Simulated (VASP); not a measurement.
# Pd (P6/mmm) in VASP: notebook

Runs on Pd. Level: PBE. Tasks: single point.

Program: VASP 6.6.1. These are calculated values, not measurements. Logs are shortened: lines on timing, memory, paths and dates and some standing lists are left out, and cuts for length are marked.

### 1 The cell of the first run

Symmetry: P6/mmm, No. 191, hexagonal system. The conventional cell has a = 2.385 Å, b = 2.385 Å, c = 2.302 Å, α = 90.00°, β = 90.00°, γ = 120.00°. Within 3.0 Å of Pd (site symmetry 6/mmm) lie 8 Pd at 2.30 to 2.38 Å.

### 2 Single point, PBE

The input, INCAR:

```
SYSTEM = Pd
PREC     = Accurate       ! precision mode
ENCUT    = 520            ! plane-wave cutoff, eV
EDIFF    = 1E-7           ! SCF threshold, eV
ISMEAR   = -1             ! smearing method
SIGMA    = 0.05           ! smearing width, eV
LREAL    = .FALSE.        ! projectors in reciprocal space
LASPH    = .TRUE.         ! aspherical terms in the spheres
NELM     = 80             ! most SCF steps
ALGO     = Normal         ! electronic algorithm
ISIF     = 2              ! what is computed and relaxed
LWAVE    = .FALSE.        ! write WAVECAR
LCHARG   = .FALSE.        ! write CHGCAR
GGA      = PE             ! functional
NBANDS   = 11             ! bands
```

The input, KPOINTS:

```
Automatic mesh
0
G
  18 18 17
  0 0 0
```

The input, POSCAR:

```
Pd
1.0
    2.3847675084      0.0000000000      0.0000000000
   -1.1923837542      2.0652692444      0.0000000000
    0.0000000000      0.0000000000      2.3021619324
Pd
1
Direct
    0.0000000000      0.0000000000      0.0000000000
```

Potentials or basis: VASP PAW PBE potentials, release 64 (Pd).

On the command line:

```
cat potpaw_PBE.64/Pd/POTCAR > POTCAR
mpirun -np 1 vasp_std > vasp.out
```

OUTCAR:

```text
SYSTEM = Pd
   PREC = Accurate
   ENCUT = 520
   EDIFF = 1E-7
   ISMEAR = -1
   LREAL = .FALSE.
   LASPH = .TRUE.
   NELM = 80
   ISIF = 2
   GGA = PE

 ion  position               nearest neighbor table
   1  0.000  0.000  0.000-

  LATTYP: Found a hexagonal cell.
 ALAT       =     2.3847675084
 C/A-ratio  =     0.9653611617

  Lattice vectors:

 A1 = (   2.3847675084,   0.0000000000,   0.0000000000)
 A2 = (  -1.1923837542,   2.0652692444,   0.0000000000)
 A3 = (   0.0000000000,   0.0000000000,   2.3021619324)

Analysis of symmetry for initial positions (statically):
=====================================================================
 Subroutine PRICEL returns:
 Original cell was already a primitive cell.

 Routine SETGRP: Setting up the symmetry group for a
 hexagonal supercell.

 Subroutine GETGRP returns: Found 24 space group operations
 (whereof 24 operations were pure point group operations)
 out of a pool of 24 trial point group operations.

The static configuration has the point symmetry D_6h.

Analysis of symmetry for dynamics (positions and initial velocities):
=====================================================================
 Subroutine PRICEL returns:
 Original cell was already a primitive cell.

 Routine SETGRP: Setting up the symmetry group for a
 hexagonal supercell.

 Subroutine GETGRP returns: Found 24 space group operations
 (whereof 24 operations were pure point group operations)
 out of a pool of 24 trial point group operations.

The dynamic configuration has the point symmetry D_6h.

 Subroutine INISYM returns: Found 24 space group operations
 (whereof 24 operations are pure point group operations),
 and found     1 'primitive' translations

----------------------------------------------------------------------------------------

                                     Primitive cell

  volume of cell :      11.3386

  direct lattice vectors                    reciprocal lattice vectors
     2.384767508  0.000000000  0.000000000     0.419328088  0.242099185  0.000000000
    -1.192383754  2.065269244  0.000000000     0.000000000  0.484198369  0.000000000
     0.000000000  0.000000000  2.302161932     0.000000000  0.000000000  0.434374310

  length of vectors
     2.384767508  2.384767508  2.302161932     0.484198369  0.484198369  0.434374310

  position of ions in fractional coordinates (direct lattice)
     0.000000000  0.000000000  0.000000000

  ion indices of the primitive-cell ions
   primitive index   ion index
                 1           1

----------------------------------------------------------------------------------------

 KPOINTS: Automatic mesh

Automatic generation of k-mesh.
 Grid dimensions read from file:
 generate k-points for:   18   18   17

 Generating k-lattice:

  Cartesian coordinates                     Fractional coordinates (reciprocal lattice)
     0.023296005  0.013449955  0.000000000     0.055555556 -0.000000000  0.000000000
     0.000000000  0.026899909  0.000000000     0.000000000  0.055555556  0.000000000
     0.000000000  0.000000000  0.025551430     0.000000000  0.000000000  0.058823529

  Length of vectors
     0.026899909  0.026899909  0.025551430

  Shift w.r.t. Gamma in fractional coordinates (k-lattice)
     0.000000000  0.000000000  0.000000000

 Subroutine IBZKPT returns following result:
 ===========================================

 Found    333 irreducible k-points:

 Following reciprocal coordinates:
            Coordinates               Weight
  0.000000  0.000000  0.000000      1.000000
  0.055556 -0.000000  0.000000      6.000000
  0.111111 -0.000000  0.000000      6.000000
  0.166667  0.000000  0.000000      6.000000
  0.222222 -0.000000  0.000000      6.000000
  0.277778 -0.000000  0.000000      6.000000
[... 16 lines left out ...]
  0.333333  0.111111  0.000000     12.000000
  0.388889  0.111111  0.000000     12.000000
 [... further k-points ...]
   k-points           NKPTS =    333   k-points in BZ     NKDIM =    333   number of bands    NBANDS=     11
   number of dos      NEDOS =    301   number of ions     NIONS =      1
   total plane-waves  NPLWV =   5832
   dimension x,y,z NGX =    18 NGY =   18 NGZ =   18
   dimension x,y,z NGXF=    36 NGYF=   36 NGZF=   36
   ions per type =               1
   NGX,Y,Z   is equivalent  to a cutoff of  12.55, 12.55, 13.00 a.u.
   NGXF,Y,Z  is equivalent  to a cutoff of  25.10, 25.10, 26.00 a.u.
 SYSTEM =  Pd
   PREC   = accura    normal or accurate (medium, high low for compatibility)
   ISTART =      0    job   : 0-new  1-cont  2-samecut
   ICHARG =      2    charge: 1-file 2-atom 10-const
   ISPIN  =      1    spin polarized calculation?
   LNONCOLLINEAR =      F non collinear calculations
   LSORBIT =      F    spin-orbit coupling
   LASPH  =      T    aspherical Exc in radial PAW
   ENCUT  =  520.0 eV  38.22 Ry    6.18 a.u.   4.43  4.43  4.28*2*pi/ulx,y,z
   NELM   =     80;   NELMIN=  2; NELMDL= -5     # of ELM steps
   EDIFF  = 0.1E-06   stopping-criterion for ELM
   LREAL  =      F    real-space projection
   EDIFFG = 0.1E-05   stopping-criterion for IOM
   NSW    =      0    number of steps for IOM
   IBRION =     -1    ionic relax: 0-MD 1-quasi-New 2-CG
   NFREE  =      0    steps in history (QN), initial steepest desc. (CG)
   ISIF   =      2    stress and relaxation
   ISYM   =      2    0-nonsym 1-usesym 2-fastsym
   POTIM  = 0.5000    time-step for ionic-motion
   TEBEG  =    0.0;   TEEND  =   0.0 temperature during run
   PSTRESS=    0.0 pullay stress
   NELECT =      10.0000    total number of electrons
   NUPDOWN=      -1.0000    fix difference up-down
   EMIN   =  10.00;   EMAX   =-10.00  energy-range for DOS
   EFERMI =   0.00;   METHOD = LEGACY
   ISMEAR =    -1;   SIGMA  =   0.05  broadening in eV -4-tet -1-fermi 0-gaus
   EFERMI_NEDOS =   21; number of points for ismear=-14 and -15
   IALGO  =     38    algorithm
   IMIX   =      4    mixing-type and parameters
     AMIX     =   0.40;   BMIX     =  1.00
     AMIX_MAG =   1.60;   BMIX_MAG =  1.00
  volume/ion in A,a.u.               =      11.34        76.52
  Fermi-wavevector in a.u.,A,eV,Ry     =   1.569960  2.966795 33.535299  2.464775
  Thomas-Fermi vector in A             =   2.671765
   LORBIT       =      0    0 simple, 1 ext, 2 COOP (PROOUT), +10 PAW based schemes
   GGA     = PE    functional components
   LHFCALC =     F    Hartree Fock is set to
   AEXX    =    0.0000 exact exchange contribution
   IVDW    =     0    specifies the selected vdW correction
   LEPSILON=     F    determine dielectric tensor
   LRPA    =     F    only Hartree local field effects (RPA)
 non-spin polarized calculation
  energy-cutoff  :      520.00
  volume of cell :       11.34
 maximum number of plane-waves:       320
 NGX is ok and might be reduce to    18
   NGX =  9   NGY =  9   NGZ =  9

 number of electron      10.0000001 magnetization

 Free energy of the ion-electron system (eV)
  ---------------------------------------------------
  ext. energy  EPLUGINS =         0.00000000
  ---------------------------------------------------
  free energy    TOTEN  =        -3.33018754 eV

  energy without entropy =       -3.32336321  energy(sigma->0) =       -3.32677538

 E-fermi :  15.1661     XC(G=0): -14.8109

 val. band max:       15.1638657372   @ k =   0.3889  -0.0000   0.1765
 cond. band min:      15.1670708486   @ k =   0.1111   0.1111   0.0000
 fundamental gap:      0.0032051114
 Fermi energy:        15.1661349247

 k-point     1 :       0.0000    0.0000    0.0000
  band No.  band energies     occupation
      1       5.7411      2.00000
      2       7.1610      2.00000
      3      10.5631      2.00000
      4      10.5631      2.00000
      5      15.4380      0.00866
      6      15.4380      0.00866
      7      32.3942      0.00000
      8      33.6771      0.00000
      9      40.0175      0.00000
     10      41.7438      0.00000
     11      41.7438      0.00000

 k-point     2 :       0.0556   -0.0000    0.0000
  band No.  band energies     occupation
      1       5.8935      2.00000
      2       7.2170      2.00000
      3      10.4572      2.00000
      4      10.6855      2.00000
      5      15.3134      0.09993
      6      15.4164      0.01331
      7      32.6426      0.00000
      8      33.9501      0.00000
      9      39.9281      0.00000
     10      40.7403      0.00000
     11      41.2788      0.00000

 k-point     3 :       0.1111   -0.0000    0.0000
  band No.  band energies     occupation
      1       6.3189      2.00000
      2       7.3836      2.00000
      3      10.1912      2.00000
      4      11.0460      2.00000
      5      14.9691      1.96189
      6      15.3546      0.04506
      7      33.2571      0.00000
      8      34.7312      0.00000
      9      38.6158      0.00000
     10      40.1564      0.00000
     11      40.1677      0.00000

 k-point     4 :       0.1667    0.0000    0.0000
  band No.  band energies     occupation
      1       6.8978      2.00000
      2       7.6424      2.00000
      3       9.9431      2.00000
      4      11.6249      2.00000
      5      14.4776      2.00000
      6      15.2611      0.26031
      7      33.6031      0.00000
      8      35.9192      0.00000
      9      37.1838      0.00000
     10      38.7885      0.00000
     11      40.1284      0.00000

 k-point     5 :       0.2222   -0.0000    0.0000
  band No.  band energies     occupation
      1       7.4063      2.00000
      2       7.8442      2.00000
      3      10.1137      2.00000
      4      12.3863      2.00000
      5      13.9233      2.00000
      6      15.1481      1.17805
      7      32.5136      0.00000
      8      37.1934      0.00000
      9      37.3255      0.00000
     10      37.3674      0.00000
     11      40.1316      0.00000
[... 211 lines left out ...]
 k-point    21 :       0.2222    0.1111    0.0000
  band No.  band energies     occupation
      1       8.0529      2.00000
      2       8.1609      2.00000
      3      10.0741      2.00000
      4      13.3331      2.00000
      5      14.2181      2.00000
      6      14.8552      1.99602
      7      30.7117      0.00000
      8      33.1917      0.00000
      9      39.3843      0.00000
     10      39.5773      0.00000
     11      40.1228      0.00000

 k-point    22 :       0.2778    0.1111    0.0000
  band No.  band energies     occupation
      1       7.7572      2.00000
      2       8.4150      2.00000
      3      11.1703      2.00000
      4      12.9292      2.00000
      5      14.7059      1.99980
      6      15.4489      0.00697
      7      28.6460      0.00000
      8      32.2098      0.00000
      9      38.3153      0.00000
     10      40.0959      0.00000
     11      41.0031      0.00000

 k-point    23 :       0.3333    0.1111    0.0000
  band No.  band energies     occupation
      1       7.4345      2.00000
      2       8.6858      2.00000
      3      12.2715      2.00000
      4      12.6167      2.00000
      5      14.5856      1.99998
      6      16.6695      0.00000
      7      26.7518      0.00000
      8      31.2741      0.00000
      9      37.4680      0.00000
     10      40.0812      0.00000
     11      42.0118      0.00000

 k-point    24 :       0.3889    0.1111    0.0000
  band No.  band energies     occupation
      1       7.2249      2.00000
      2       8.8677      2.00000
      3      12.4200      2.00000
      4      13.1096      2.00000
      5      14.5080      2.00000
      6      17.6855      0.00000
      7      25.2795      0.00000
      8      30.5834      0.00000
      9      36.9630      0.00000
     10      40.0705      0.00000
     11      42.5025      0.00000

 [... further k-points ...]
[... 5 lines left out ...]
  --------------------------------------------------------------------------------------
  -------------------------------------------------------------------------------------
  Total       10.5345621     10.5345621     10.4538177     -0.0000000      0.0000000      0.0000000
  in kB     1488.5673112   1488.5673112   1477.1578732     -0.0000000      0.0000000      0.0000000
  external PRESSURE =    1484.7641652 kB  Pullay stress =       0.0000000 kB

 VOLUME and BASIS-vectors are now :
 -----------------------------------------------------------------------------
  energy-cutoff  :      520.00
  volume of cell :       11.34
      direct lattice vectors                 reciprocal lattice vectors
     2.384767508  0.000000000  0.000000000     0.419328088  0.242099185  0.000000000
    -1.192383754  2.065269244  0.000000000     0.000000000  0.484198369  0.000000000
     0.000000000  0.000000000  2.302161932     0.000000000  0.000000000  0.434374310

 POSITION                                       TOTAL-FORCE (eV/Angst)
 -----------------------------------------------------------------------------------
      0.00000      0.00000      0.00000        -0.000000      0.000000      0.000000
 -----------------------------------------------------------------------------------
    total drift:                               -0.000000      0.000000     -0.000000

  FREE ENERGIE OF THE ION-ELECTRON SYSTEM (eV)
  ---------------------------------------------------
  free  energy   TOTEN  =        -3.3301875412 eV

  energy  without entropy=       -3.3233632126  energy(sigma->0) =       -3.32677538
```

Wall time 21 s (1 thread of AMD EPYC 9R45 (Zen 5), shared host); peak memory 0.12 GiB.

What came out:

* Free energy: -3.3302 eV
* Pressure: 148.5 GPa
* Band gap on the k mesh: zero (band 5 reaches 17.03 eV, above the bottom of band 6 at 13.14 eV)

Stress tensor (GPa, compression positive):
```
148.86   0.00   0.00
  0.00 148.86   0.00
  0.00   0.00 147.72
```

Levels at points of the mesh, in eV from the Fermi level:
| k point | band 2 | band 3 | band 4 | band 5 | band 6 | band 7 | band 8 | band 9 |
| --- | --- | --- | --- | --- | --- | --- | --- | --- |
| (0.00, 0.00, 0.00) | -8.01 | -4.60 | -4.60 | 0.27 | 0.27 | 17.23 | 18.51 | 24.85 |
| (0.50, 0.00, 0.00) | -6.28 | -2.93 | -0.41 | 0.32 | 0.73 | 9.70 | 17.05 | 21.05 |

[end of part 1 of 3]
